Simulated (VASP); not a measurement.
Set up this calculation in VASP 6.6.1, as the native input.

| Property | Result |
| --- | --- |
| Task | relaxation of cell and atoms |
| Functional | PBE |
| Potentials or basis | VASP PAW PBE potentials, release 64 (Te, Pb_d) |
| Cutoff | 600 eV |
| k mesh | 8 × 8 × 8 |
| Occupations | gaussian, width 0.02 eV |
| Spin | no spin polarisation |
| Dipole correction | no |
| Further INCAR settings | ALGO = Normal; EDIFF = 1e-06; IBRION = 2; EDIFFG = -0.005; NSW = 100; ISIF = 3 |

The structure of TePb lies in POSCAR:

```
TePb
1.0
    0.0000000000      3.2310000000      3.2310000000
    3.2310000000      0.0000000000      3.2310000000
    3.2310000000      3.2310000000      0.0000000000
Te Pb
1 1
Direct
    0.5000000000      0.5000000000      0.5000000000
    0.0000000000      0.0000000000      0.0000000000
```

The input as run:

INCAR

```
SYSTEM = TePb
ALGO = Normal
EDIFF = 1E-6
EDIFFG = -0.005
ENCUT = 600
GGA = PE
IBRION = 2
ISIF = 3
ISMEAR = 0
LASPH = .True.
LCHARG = .False.
LREAL = .False.
LWAVE = .False.
NELM = 60
NSW = 100
PREC = Accurate
SIGMA = 0.02
```

KPOINTS

```
k-points
0
Gamma
  8 8 8
  0 0 0
```

Potentials or basis: VASP PAW PBE potentials, release 64 (Te, Pb_d).

Command:

```bash
$ cat potpaw_PBE.64/Te/POTCAR potpaw_PBE.64/Pb_d/POTCAR > POTCAR
$ mpirun -np 1 vasp_std > vasp.out
```

Results of the run:

```
Relaxed volume                         : 35.42 Å³/atom
Relaxed cell                           : a = 4.644 Å, b = 4.644 Å, c = 4.644 Å, α = 60.00°, β = 60.00°, γ = 60.00°
Space group after relaxing (to 0.05 Å) : Fm-3m (No. 225)
Energy gained by relaxing              : 10.7 meV/atom
Ionic steps                            : 3
Pressure after relaxing                : 0.0 GPa
Band gap on the k mesh                 : 0.83 eV, direct
```

Caveat: spin-orbit coupling is left out, which moves the levels of the heavy elements.

Wall time 34 s on 1 thread of Intel(R) Xeon(R) 6975P-C (Granite Rapids), with other jobs on the host, peak memory 0.26 GiB.
